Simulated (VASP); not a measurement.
Set up this calculation in VASP 6.6.1, as the native input.

```yaml
Task: single point
Functional: PBE
Potentials_or_basis: VASP PAW PBE potentials, release 64 (Ir)
Cutoff: 520 eV
k_mesh: 12 × 12 × 12
Occupations: gaussian, width 0.02 eV
Spin: no spin polarisation
Dipole_correction: no
Further_INCAR_settings: ALGO = Normal; EDIFF = 1e-07; NBANDS = 10
```

The structure of Ir lies in POSCAR:

```
Ir
1.0
    0.0000000000      1.9156000000      1.9156000000
    1.9156000000      0.0000000000      1.9156000000
    1.9156000000      1.9156000000      0.0000000000
Ir
1
Direct
    0.0000000000      0.0000000000      0.0000000000
```

One way to write it, as run:

INCAR

```
PREC = Accurate
ENCUT = 520
EDIFF = 1E-7
ISMEAR = 0
SIGMA = 0.02
LREAL = False
LASPH = True
NELM = 100
ALGO = Normal
ISIF = 2
LWAVE = False
LCHARG = False
GGA = PE
NBANDS = 10
```

KPOINTS

```
Automatic mesh
0
Gamma
  12 12 12
```

Potentials or basis: VASP PAW PBE potentials, release 64 (Ir).

Launch:

```sh
$ cat potpaw_PBE.64/Ir/POTCAR > POTCAR
$ mpirun -np 1 vasp_std > vasp.out
```

It gave:

* Pressure: 11.8 GPa

Wall time 16 s on 1 thread of AMD EPYC 7R13, on a shared host, peak memory 0.1 GiB.
